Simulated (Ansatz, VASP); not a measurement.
## Sr2W: VASP beside Ansatz

```xyz
3
Lattice="4.3341 0.0000 0.0000 -2.1670 3.7534 0.0000 0.0000 0.0000 4.6796" Properties=species:S:1:pos:R:3 pbc="T T T"
Sr    0.0000    2.5023    2.3398
Sr    2.1670    1.2511    2.3398
W     0.0000    0.0000    0.0000
```

Alike in both runs: task relaxation of cell and atoms; functional PBE; k mesh 6 × 6 × 4; occupations gaussian, width 0.1 eV; no spin polarisation.

```csv
,VASP,Ansatz
version,VASP 6.6.1,Ansatz 0.2.0
potentials or method,"VASP PAW PBE potentials, release 64 (Sr_sv, W_sv), cutoff 600 eV","scalar-relativistic, plane waves, PAW"
valence electrons in the cell,34,34
```

VASP gave:

* gap on the k mesh at the Fermi level, each at its own relaxed structure (eV): none
* relaxed volume (Å³/atom): 27.85
* relaxed length of the cell vector where the two differ most in proportion (Å): 5.646

Q: Estimate Ansatz's values.

A: gap on the k mesh at the Fermi level, each at its own relaxed structure (eV): none; relaxed volume (Å³/atom): 27.74; relaxed length of the cell vector where the two differ most in proportion (Å): 5.639.

A gap of «none» marks a metal or a gap that the smearing closes.

Spin-orbit coupling is off throughout.
